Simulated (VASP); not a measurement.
Crystal: Hf4C.

```
Hf C
1.0
     5.00000    0.00000    0.00000
     0.00000    3.20000    0.00000
     0.00000    0.00000    5.54000
Hf C
4 1
Direct
  0.75000 0.00000 0.66670
  0.25000 0.00000 0.33330
  0.25000 0.50000 0.83330
  0.75000 0.50000 0.16670
  0.00000 0.00000 0.00000
```

- Program: VASP 6.6.1
- Task: relaxation of cell and atoms
- Functional: PBE
- Potentials or basis: VASP PAW PBE potentials, release 64 (Hf_pv, C)
- Cutoff: 600 eV
- k mesh: 3 × 5 × 3
- Occupations: gaussian, width 0.2 eV
- Spin: no spin polarisation

At the start: pressure 10.6 GPa; volume 17.73 Å³/atom.

Question: Where does the relaxation end?

Answer: Over 8 steps the energy falls by 53.6 meV/atom and the volume is 19.12 Å³/atom (+7.9 %); space group P2/m (No. 10, to 0.05 Å).

The path:
| step | energy change (eV) | largest force (eV/Å) | pressure (GPa) | volume (Å³) |
| --- | --- | --- | --- | --- |
| 1 | 0.0000 | 0.4281 | 10.58 | 88.64 |
| 2 | 0.1365 | 0.9755 | -11.49 | 104.51 |
| 3 | -0.2170 | 0.5245 | -0.75 | 95.27 |
| 4 | -0.2171 | 0.5214 | -0.53 | 95.12 |
| 5 | -0.2607 | 0.2408 | -0.16 | 95.39 |
| 6 | -0.2646 | 0.1455 | 0.03 | 95.48 |
| 7 | -0.2670 | 0.0908 | -0.01 | 95.54 |
| 8 | -0.2679 | 0.0589 | -0.04 | 95.61 |

Final structure:
```
CELL_PARAMETERS angstrom
5.21647 0.00000 0.02389
0.00000 3.25730 0.00000
0.02632 0.00000 5.62675
ATOMIC_POSITIONS crystal
Hf 0.74501 0.00000 0.67555
Hf 0.25499 0.00000 0.32445
Hf 0.24871 0.50000 0.83948
Hf 0.75129 0.50000 0.16052
C 0.00000 0.00000 0.00000
```

Caveat: the k points lie up to 0.40 Å⁻¹ apart in the final cell; the relaxation stopped at a loose force limit of 0.08 eV/Å, so its end isn't a converged minimum.
